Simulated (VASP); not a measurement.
Here is a VASP 6.6.1 calculation.

File INCAR:

```
PREC = Accurate ; ENCUT = 500
EDIFF = 1E-7 ; ISMEAR = 0
SIGMA = 0.01 ; LREAL = F
LASPH = T ; NELM = 120
ALGO = Normal ; ISIF = 3
LWAVE = F ; LCHARG = F
GGA = PS ; IBRION = 2
NSW = 80 ; EDIFFG = -0.001
PSTRESS = 70.0 ; GGA_COMPAT = F
NELMIN = 4
```

KPOINTS

```
regular mesh
0
Gamma
  8 8 8
```

The input POSCAR:

```
SnSe
1.0
    0.0000000000      2.9727546659      2.9727546659
    2.9727546659      0.0000000000      2.9727546659
    2.9727546659      2.9727546659      0.0000000000
Sn Se
1 1
Direct
    0.0000000000      0.0000000000      0.0000000000
    0.5000000000      0.5000000000      0.5000000000
```

Potentials or basis: VASP PAW PBE potentials, release 64 (Sn_d, Se).

Command:

```console
$ cat potpaw_PBE.64/Sn_d/POTCAR potpaw_PBE.64/Se/POTCAR > POTCAR
$ mpirun -np 1 vasp_std > vasp.out
```

(1) Predict the band gap on the k mesh.

(2) Predict the relaxed volume.

## Answers

(1) 0.64 eV, indirect (least direct gap 0.81 eV).

(2) 23.79 Å³/atom.

Caveat: the cell is relaxed towards a set pressure, so the enthalpy falls and the energy may rise; the PAW data sets were made with another functional, which shifts forces and pressure a little; spin-orbit coupling is left out, which moves the levels of the heavy elements.
